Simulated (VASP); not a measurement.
# Te2Mo (P-6m2) in VASP: a series of runs

The runs below take Te2Mo through single point, with r2SCAN.

Program: VASP 6.6.1. These are calculated values, not measurements. Logs are shortened: lines on timing, memory, paths and dates and some standing lists are left out, and cuts for length are marked.

### 1 The cell of the first run

The structure is hexagonal, space group P-6m2 (No. 187). The conventional cell has a = 3.618 Å, b = 3.618 Å, c = 7.827 Å, α = 90.00°, β = 90.00°, γ = 120.00°. Te (site symmetry 3m) has 3 Mo at 2.74 Å and 1 Te at 3.54 Å within 3.6 Å. Within 3.6 Å of Mo (site symmetry -6m2) lie 6 Te at 2.74 Å.

### 2 Single point, r2SCAN (biaxial xy strain +2.3%)

Input file POSCAR:

```
Te2Mo
1.0
    3.6184478960      0.0000000000      0.0000000000
   -1.8092239480      3.1336678002      0.0000000000
    0.0000000000      0.0000000000      7.8269141206
Te Mo
2 1
Direct
    0.3333333333      0.6666666667      0.7741131127
    0.3333333333      0.6666666667      0.2258868873
    0.0000000000      0.0000000000      0.0000000000
```

Input file INCAR.step1:

```
PREC     = Accurate       # precision mode
ENCUT    = 520            # plane-wave cutoff, eV
ISMEAR   = 0              # smearing method
SIGMA    = 0.01           # smearing width, eV
LREAL    = False          # projectors in reciprocal space
LASPH    = True           # aspherical terms in the spheres
NELM     = 60             # most SCF steps
NBANDS   = 20             # bands
GGA      = PE             # functional
ALGO     = Normal         # electronic algorithm
EDIFF    = 1E-4           # SCF threshold, eV
LWAVE    = True           # write WAVECAR
LCHARG   = False          # write CHGCAR
```

Input file INCAR.step2:

```
PREC     = Accurate       # precision mode
ENCUT    = 520            # plane-wave cutoff, eV
EDIFF    = 1E-6           # SCF threshold, eV
ISMEAR   = 0              # smearing method
SIGMA    = 0.01           # smearing width, eV
LREAL    = False          # projectors in reciprocal space
LASPH    = True           # aspherical terms in the spheres
NELM     = 60             # most SCF steps
ALGO     = Normal         # electronic algorithm
ISIF     = 2              # what is computed and relaxed
LWAVE    = False          # write WAVECAR
LCHARG   = True           # write CHGCAR
METAGGA  = R2SCAN         # meta-GGA
LMIXTAU  = True         
LELF     = True           # ELF
LVHAR    = True         
NBANDS   = 20             # bands
ISTART   = 1
```

Input file KPOINTS:

```
regular mesh
0
Gamma
  12 12 4
```

Potentials or basis: VASP PAW PBE potentials, release 64 (Te, Mo_sv).

Run with:

```sh
cat potpaw_PBE.64/Te/POTCAR potpaw_PBE.64/Mo_sv/POTCAR > POTCAR
cp INCAR.step1 INCAR
mpirun -np 1 vasp_std > vasp.out
cp INCAR.step2 INCAR
mpirun -np 1 vasp_std > vasp.out
```

OUTCAR:

```text
PREC = Accurate
   ENCUT = 520
   EDIFF = 1E-6
   ISMEAR = 0
   LREAL = False
   LASPH = True
   NELM = 60
   ISIF = 2
   METAGGA = R2SCAN
   ISTART = 1

 ion  position               nearest neighbor table
   1  0.333  0.667  0.774-   3 2.74   3 2.74   3 2.74   2 3.54
   2  0.333  0.667  0.226-   3 2.74   3 2.74   3 2.74   1 3.54
   3  0.000  0.000  0.000-   1 2.74   2 2.74   1 2.74   2 2.74   1 2.74   2 2.74

  LATTYP: Found a hexagonal cell.
 ALAT       =     3.6184478960
 C/A-ratio  =     2.1630584012

  Lattice vectors:

 A1 = (   3.6184478960,   0.0000000000,   0.0000000000)
 A2 = (  -1.8092239480,   3.1336678002,   0.0000000000)
 A3 = (   0.0000000000,   0.0000000000,   7.8269141206)

Analysis of symmetry for initial positions (statically):
=====================================================================
 Subroutine PRICEL returns:
 Original cell was already a primitive cell.

 Routine SETGRP: Setting up the symmetry group for a
 hexagonal supercell.

 Subroutine GETGRP returns: Found 12 space group operations
 (whereof 12 operations were pure point group operations)
 out of a pool of 24 trial point group operations.

The static configuration has the point symmetry D_3h.

Analysis of symmetry for dynamics (positions and initial velocities):
=====================================================================
 Subroutine PRICEL returns:
 Original cell was already a primitive cell.

 Routine SETGRP: Setting up the symmetry group for a
 hexagonal supercell.

 Subroutine GETGRP returns: Found 12 space group operations
 (whereof 12 operations were pure point group operations)
 out of a pool of 24 trial point group operations.

The dynamic configuration has the point symmetry D_3h.

 Subroutine INISYM returns: Found 12 space group operations
 (whereof 12 operations are pure point group operations),
 and found     1 'primitive' translations

----------------------------------------------------------------------------------------

                                     Primitive cell

  volume of cell :      88.7495

  direct lattice vectors                    reciprocal lattice vectors
     3.618447896  0.000000000  0.000000000     0.276361586  0.159557436  0.000000000
    -1.809223948  3.133667800  0.000000000     0.000000000  0.319114872  0.000000000
     0.000000000  0.000000000  7.826914121     0.000000000  0.000000000  0.127764274

  length of vectors
     3.618447896  3.618447896  7.826914121     0.319114872  0.319114872  0.127764274

  position of ions in fractional coordinates (direct lattice)
     0.333333333  0.666666667  0.774113113
     0.333333333  0.666666667  0.225886887
     0.000000000  0.000000000  0.000000000

  ion indices of the primitive-cell ions
   primitive index   ion index
                 1           1
                 2           2
                 3           3

----------------------------------------------------------------------------------------

 KPOINTS: regular mesh

Automatic generation of k-mesh.
 Grid dimensions read from file:
 generate k-points for:   12   12    4

 Generating k-lattice:

  Cartesian coordinates                     Fractional coordinates (reciprocal lattice)
     0.023030132  0.013296453  0.000000000     0.083333333  0.000000000  0.000000000
     0.000000000  0.026592906  0.000000000     0.000000000  0.083333333  0.000000000
     0.000000000  0.000000000  0.031941068     0.000000000  0.000000000  0.250000000

  Length of vectors
     0.026592906  0.026592906  0.031941068

  Shift w.r.t. Gamma in fractional coordinates (k-lattice)
     0.000000000  0.000000000  0.000000000

 Subroutine IBZKPT returns following result:
 ===========================================

 Found     57 irreducible k-points:

 Following reciprocal coordinates:
            Coordinates               Weight
  0.000000  0.000000  0.000000      1.000000
  0.083333  0.000000  0.000000      6.000000
  0.166667  0.000000  0.000000      6.000000
  0.250000  0.000000  0.000000      6.000000
  0.333333  0.000000  0.000000      6.000000
  0.416667  0.000000  0.000000      6.000000
[... 16 lines left out ...]
  0.250000  0.000000  0.250000     12.000000
  0.333333  0.000000  0.250000     12.000000
 [... further k-points ...]
   k-points           NKPTS =     57   k-points in BZ     NKDIM =     57   number of bands    NBANDS=     20
   number of dos      NEDOS =    301   number of ions     NIONS =      3
   total plane-waves  NPLWV =  47040
   dimension x,y,z NGX =    28 NGY =   28 NGZ =   60
   dimension x,y,z NGXF=    56 NGYF=   56 NGZF=  120
   ions per type =               2   1
   NGX,Y,Z   is equivalent  to a cutoff of  12.86, 12.86, 12.74 a.u.
   NGXF,Y,Z  is equivalent  to a cutoff of  25.73, 25.73, 25.49 a.u.
 SYSTEM =  unknown system
   PREC   = accura    normal or accurate (medium, high low for compatibility)
   ISTART =      1    job   : 0-new  1-cont  2-samecut
   ICHARG =      0    charge: 1-file 2-atom 10-const
   ISPIN  =      1    spin polarized calculation?
   LNONCOLLINEAR =      F non collinear calculations
   LSORBIT =      F    spin-orbit coupling
   LASPH  =      T    aspherical Exc in radial PAW
   ENCUT  =  520.0 eV  38.22 Ry    6.18 a.u.   6.73  6.73 14.55*2*pi/ulx,y,z
   NELM   =     60;   NELMIN=  2; NELMDL=  0     # of ELM steps
   EDIFF  = 0.1E-05   stopping-criterion for ELM
   LREAL  =      F    real-space projection
   EDIFFG = 0.1E-04   stopping-criterion for IOM
   NSW    =      0    number of steps for IOM
   IBRION =     -1    ionic relax: 0-MD 1-quasi-New 2-CG
   NFREE  =      0    steps in history (QN), initial steepest desc. (CG)
   ISIF   =      2    stress and relaxation
   ISYM   =      2    0-nonsym 1-usesym 2-fastsym
   POTIM  = 0.5000    time-step for ionic-motion
   TEBEG  =    0.0;   TEEND  =   0.0 temperature during run
   PSTRESS=    0.0 pullay stress
   NELECT =      26.0000    total number of electrons
   NUPDOWN=      -1.0000    fix difference up-down
   EMIN   =  10.00;   EMAX   =-10.00  energy-range for DOS
   EFERMI =   0.00;   METHOD = LEGACY
   ISMEAR =     0;   SIGMA  =   0.01  broadening in eV -4-tet -1-fermi 0-gaus
   EFERMI_NEDOS =   21; number of points for ismear=-14 and -15
   IALGO  =     38    algorithm
   IMIX   =      4    mixing-type and parameters
     AMIX     =   0.40;   BMIX     =  1.00
     AMIX_MAG =   1.60;   BMIX_MAG =  1.00
  volume/ion in A,a.u.               =      29.58       199.64
  Fermi-wavevector in a.u.,A,eV,Ry     =   1.087287  2.054674 16.084698  1.182192
  Thomas-Fermi vector in A             =   2.223442
   LORBIT       =      0    0 simple, 1 ext, 2 COOP (PROOUT), +10 PAW based schemes
   METAGGA = R2SCAN    functional components
   LHFCALC =     F    Hartree Fock is set to
   AEXX    =    0.0000 exact exchange contribution
   IVDW    =     0    specifies the selected vdW correction
   LEPSILON=     F    determine dielectric tensor
   LRPA    =     F    only Hartree local field effects (RPA)
 non-spin polarized calculation
 Gauss-broadening in eV      SIGMA  =   0.01
  energy-cutoff  :      520.00
  volume of cell :       88.75
 maximum number of plane-waves:      2418
 NGX is ok and might be reduce to    28
   NGX = 13   NGY = 13   NGZ = 29

 number of electron      26.0000002 magnetization

 Free energy of the ion-electron system (eV)
  ---------------------------------------------------
  ext. energy  EPLUGINS =         0.00000000
  ---------------------------------------------------
  free energy    TOTEN  =       -77.76532271 eV

  energy without entropy =      -77.76532271  energy(sigma->0) =      -77.76532271

 E-fermi :   6.1214     XC(G=0):  -9.9137

 val. band max:        5.9102703588   @ k =   0.0000   0.0000   0.5000
 cond. band min:       6.8210475640   @ k =   0.3333   0.3333   0.0000
 fundamental gap:      0.9107772053
 Fermi energy:         6.1213642529

 k-point     1 :       0.0000    0.0000    0.0000
  band No.  band energies     occupation
      1     -56.8178      2.00000
      2     -30.2059      2.00000
      3     -30.1624      2.00000
      4     -30.1624      2.00000
      5      -7.1320      2.00000
      6      -5.9392      2.00000
[... 12 lines left out ...]
     19      12.6599      0.00000
     20      14.4807      0.00000

 k-point     2 :       0.0833    0.0000    0.0000
  band No.  band energies     occupation
      1     -56.8173      2.00000
      2     -30.2043      2.00000
      3     -30.1696      2.00000
      4     -30.1641      2.00000
      5      -7.0398      2.00000
      6      -5.8788      2.00000
[... 12 lines left out ...]
     19      12.9003      0.00000
     20      14.8193      0.00000

 k-point     3 :       0.1667    0.0000    0.0000
  band No.  band energies     occupation
      1     -56.8159      2.00000
      2     -30.1999      2.00000
      3     -30.1890      2.00000
      4     -30.1686      2.00000
      5      -6.7731      2.00000
      6      -5.7046      2.00000
[... 12 lines left out ...]
     19      13.5150      0.00000
     20      14.0742      0.00000

 k-point     4 :       0.2500    0.0000    0.0000
  band No.  band energies     occupation
      1     -56.8140      2.00000
      2     -30.2155      2.00000
      3     -30.1938      2.00000
      4     -30.1748      2.00000
      5      -6.3646      2.00000
      6      -5.4403      2.00000
[... 12 lines left out ...]
     19      12.8183      0.00000
     20      13.7140      0.00000

 k-point     5 :       0.3333    0.0000    0.0000
  band No.  band energies     occupation
      1     -56.8121      2.00000
      2     -30.2418      2.00000
      3     -30.1877      2.00000
      4     -30.1809      2.00000
      5      -5.8829      2.00000
      6      -5.1354      2.00000
[... 12 lines left out ...]
     19      12.2266      0.00000
     20      13.0120      0.00000

 k-point     6 :       0.4167    0.0000    0.0000
  band No.  band energies     occupation
      1     -56.8107      2.00000
      2     -30.2610      2.00000
      3     -30.1854      2.00000
      4     -30.1833      2.00000
      5      -5.4570      2.00000
      6      -4.8760      2.00000
[... 12 lines left out ...]
     19      12.3631      0.00000
     20      12.6173      0.00000

 k-point     7 :       0.5000    0.0000    0.0000
  band No.  band energies     occupation
      1     -56.8102      2.00000
      2     -30.2680      2.00000
      3     -30.1871      2.00000
      4     -30.1816      2.00000
      5      -5.2777      2.00000
      6      -4.7707      2.00000
[... 12 lines left out ...]
     19      12.4763      0.00000
     20      12.5070      0.00000
[... 277 lines left out ...]
 k-point    20 :       0.0000    0.0000    0.2500
  band No.  band energies     occupation
      1     -56.8178      2.00000
      2     -30.2059      2.00000
      3     -30.1624      2.00000
      4     -30.1624      2.00000
      5      -7.1016      2.00000
      6      -5.9947      2.00000
[... 12 lines left out ...]
     19      12.8029      0.00000
     20      14.3042      0.00000

 k-point    21 :       0.0833    0.0000    0.2500
  band No.  band energies     occupation
      1     -56.8173      2.00000
      2     -30.2043      2.00000
      3     -30.1696      2.00000
      4     -30.1641      2.00000
      5      -7.0094      2.00000
      6      -5.9335      2.00000
[... 12 lines left out ...]
     19      12.9757      0.00000
     20      14.7406      0.00000

 k-point    22 :       0.1667    0.0000    0.2500
  band No.  band energies     occupation
      1     -56.8159      2.00000
      2     -30.1999      2.00000
      3     -30.1890      2.00000
      4     -30.1686      2.00000
      5      -6.7426      2.00000
      6      -5.7570      2.00000
[... 12 lines left out ...]
     19      13.5360      0.00000
     20      14.2127      0.00000

 k-point    23 :       0.2500    0.0000    0.2500
  band No.  band energies     occupation
      1     -56.8140      2.00000
      2     -30.2155      2.00000
      3     -30.1938      2.00000
      4     -30.1748      2.00000
      5      -6.3342      2.00000
      6      -5.4890      2.00000
[... 12 lines left out ...]
     19      13.0524      0.00000
     20      13.5870      0.00000

 k-point    24 :       0.3333    0.0000    0.2500
  band No.  band energies     occupation
      1     -56.8121      2.00000
      2     -30.2418      2.00000
      3     -30.1877      2.00000
      4     -30.1809      2.00000
      5      -5.8531      2.00000
      6      -5.1796      2.00000
[... 12 lines left out ...]
     19      12.5874      0.00000
     20      13.0355      0.00000

 [... further k-points ...]
[... 5 lines left out ...]
  --------------------------------------------------------------------------------------
  -------------------------------------------------------------------------------------
  Total       -1.0729690     -1.0729690      0.4529752     -0.0000000     -0.0000000      0.0000000
  in kB      -19.3701024    -19.3701024      8.1774732     -0.0000000     -0.0000000      0.0000000
  external PRESSURE =     -10.1875772 kB  Pullay stress =       0.0000000 kB

 VOLUME and BASIS-vectors are now :
 -----------------------------------------------------------------------------
  energy-cutoff  :      520.00
  volume of cell :       88.75
      direct lattice vectors                 reciprocal lattice vectors
     3.618447896  0.000000000  0.000000000     0.276361586  0.159557436  0.000000000
    -1.809223948  3.133667800  0.000000000     0.000000000  0.319114872  0.000000000
     0.000000000  0.000000000  7.826914121     0.000000000  0.000000000  0.127764274

 POSITION                                       TOTAL-FORCE (eV/Angst)
 -----------------------------------------------------------------------------------
     -0.00000      2.08911      6.05892        -0.000000      0.000000     -0.013151
     -0.00000      2.08911      1.76800        -0.000000     -0.000000      0.013151
      0.00000      0.00000      0.00000         0.000000      0.000000      0.000000
 -----------------------------------------------------------------------------------
    total drift:                                0.000000     -0.000000     -0.000000

  FREE ENERGIE OF THE ION-ELECTRON SYSTEM (eV)
  ---------------------------------------------------
  free  energy   TOTEN  =       -77.7653227140 eV

  energy  without entropy=      -77.7653227140  energy(sigma->0) =      -77.76532271
```

It took 2.7 min on 1 thread of Intel Xeon 6975P-C (Granite Rapids), shared host; peak memory 0.28 GiB.

What came out:

* Free energy: -77.7653 eV
* Pressure: -1.0 GPa
* Largest force: 0.013 eV/Å
* Band gap on the k mesh: 0.91 eV, indirect (least direct gap 0.97 eV)

Forces in eV/Å, atoms in the order of the input:
```
Te   0.000  0.000 -0.013
Te   0.000  0.000  0.013
Mo   0.000  0.000  0.000
```

Stress tensor (GPa, compression positive):
```
-1.94  0.00  0.00
 0.00 -1.94  0.00
 0.00  0.00  0.82
```

Levels at points of the mesh, in eV from the valence-band top:
```csv
k point,band 10,band 11,band 12,band 13,band 14,band 15,band 16,band 17
"(0.00, 0.00, 0.00)",-1.15,-1.15,-0.91,-0.57,2.99,2.99,3.23,3.23
"(0.50, 0.00, 0.00)",-2.56,-1.31,-0.87,-0.71,1.28,1.61,3.68,3.81
"(0.00, 0.00, 0.50)",-1.98,-1.16,-1.16,0.00,2.91,2.91,3.32,3.32
"(0.50, 0.00, 0.50)",-2.58,-1.94,-0.65,-0.62,1.30,1.72,3.09,3.65
```

Caveat: the cell differs from its parent crystal (biaxial xy strain +2.3%); the PAW data sets were made with another functional, which shifts forces and pressure a little; spin-orbit coupling is left out, which moves the levels of the heavy elements. A k mesh can miss the band edges.

### 3 Single point, r2SCAN (epitaxial xy strain +4.0%)

Input file POSCAR:

```
Te2Mo
1.0
    3.6785785062      0.0000000000      0.0000000000
   -1.8392892531      3.1857424362      0.0000000000
    0.0000000000      0.0000000000      7.7249440851
Te Mo
2 1
Direct
    0.3333333333      0.6666666667      0.7737875327
    0.3333333333      0.6666666667      0.2262124673
    0.0000000000      0.0000000000      0.0000000000
```

Input file INCAR.step1:

```
SYSTEM = Te2Mo
ALGO = Normal ; EDIFF = 1E-4
ENCUT = 520 ; GGA = PE
ISMEAR = 0 ; LASPH = .TRUE.
LCHARG = .FALSE. ; LREAL = .FALSE.
LWAVE = .TRUE. ; NBANDS = 20
NELM = 80 ; PREC = Accurate
SIGMA = 0.01
```

Input file INCAR.step2:

```
SYSTEM = Te2Mo
ALGO = Normal ; EDIFF = 1E-7
ENCUT = 520 ; ISIF = 2
ISMEAR = 0 ; ISTART = 1
LASPH = .TRUE. ; LCHARG = .FALSE.
LMIXTAU = .TRUE. ; LREAL = .FALSE.
LWAVE = .FALSE. ; METAGGA = R2SCAN
NBANDS = 20 ; NELM = 80
PREC = Accurate ; SIGMA = 0.01
```

Input file KPOINTS:

```
k-points
0
G
  12 12 4
  0 0 0
```

Potentials or basis: VASP PAW PBE potentials, release 64 (Te, Mo_sv).

Run with:

```sh
cat potpaw_PBE.64/Te/POTCAR potpaw_PBE.64/Mo_sv/POTCAR > POTCAR
cp INCAR.step1 INCAR
mpirun -np 1 vasp_std > vasp.out
cp INCAR.step2 INCAR
mpirun -np 1 vasp_std > vasp.out
```

Wall time 3.2 min (1 thread of Intel Xeon 6975P-C (Granite Rapids), shared host); peak memory 0.28 GiB.

The run converged. Its results:

```yaml
Free_energy: -77.7047 eV
Pressure: -2.3 GPa
Largest_force: 0.012 eV/Å
Band_gap_on_the_k_mesh: 0.61 eV, indirect (least direct gap 0.86 eV)
```

Forces on the atoms (eV/Å):
```
Te   0.000  0.000 -0.012
Te   0.000  0.000  0.012
Mo   0.000  0.000  0.000
```

Stress tensor (GPa, compression positive):
```
-3.91  0.00  0.00
 0.00 -3.91  0.00
 0.00  0.00  0.99
```

Levels at points of the mesh, in eV from the valence-band top:
```
           k point  band 9  band 10  band 11  band 12  band 13  band 14  band 15  band 16  band 17  band 18
(0.00, 0.00, 0.00)   -2.24    -1.38    -1.38    -0.79    -0.57     2.68     2.68     2.93     2.93     5.19
(0.50, 0.00, 0.00)   -3.86    -2.72    -1.29    -1.01    -0.97     1.01     1.34     3.50     3.60     3.64
(0.00, 0.00, 0.50)   -2.23    -2.20    -1.39    -1.39     0.00     2.60     2.60     3.02     3.02     5.90
(0.50, 0.00, 0.50)   -3.44    -2.75    -1.98    -0.95    -0.71     1.03     1.42     2.88     3.41     4.64
```

Caveat: the cell differs from its parent crystal (epitaxial xy strain +4.0%); the PAW data sets were made with another functional, which shifts forces and pressure a little; spin-orbit coupling is left out, which moves the levels of the heavy elements. A k mesh can miss the band edges.
